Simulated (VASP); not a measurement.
## AlN: single point with PBE

Crystal: AlN.

```
Al N
1.0
     1.44013    0.83146    2.35146
    -1.44013    0.83146    2.35146
     0.00000   -1.66292    2.35146
Al N
1 1
Direct
  0.00000 0.00000 0.00000
  0.50000 0.50000 0.50000
```

```
Program                : VASP 6.6.1
Task                   : single point
Functional             : PBE
Potentials or basis    : VASP PAW PBE potentials, release 64 (Al, N)
Cutoff                 : 600 eV
k mesh                 : 5 × 5 × 5
Occupations            : gaussian, width 0.15 eV
Spin                   : no spin polarisation
Dipole correction      : no
Further INCAR settings : ALGO = Normal; EDIFF = 1e-06; NBANDS = 11
```

```json
{
  "Pressure": "-0.9 GPa",
  "Band gap on the k mesh": "4.99 eV, indirect (least direct gap 5.36 eV)"
}
```

Levels at points of the mesh, in eV from the valence-band top:
```tsv
k point	band 1	band 2	band 3	band 4	band 5	band 6	band 7	band 8
(0.00, 0.00, 0.00)	-17.36	0.00	0.00	0.00	5.36	12.08	12.08	12.08
```

It took 7.2 s on 1 thread of Intel Xeon 8259CL (shared host), peak memory 0.13 GiB.

Caveat: the k points lie up to 0.53 Å⁻¹ apart. A k mesh can miss the band edges.
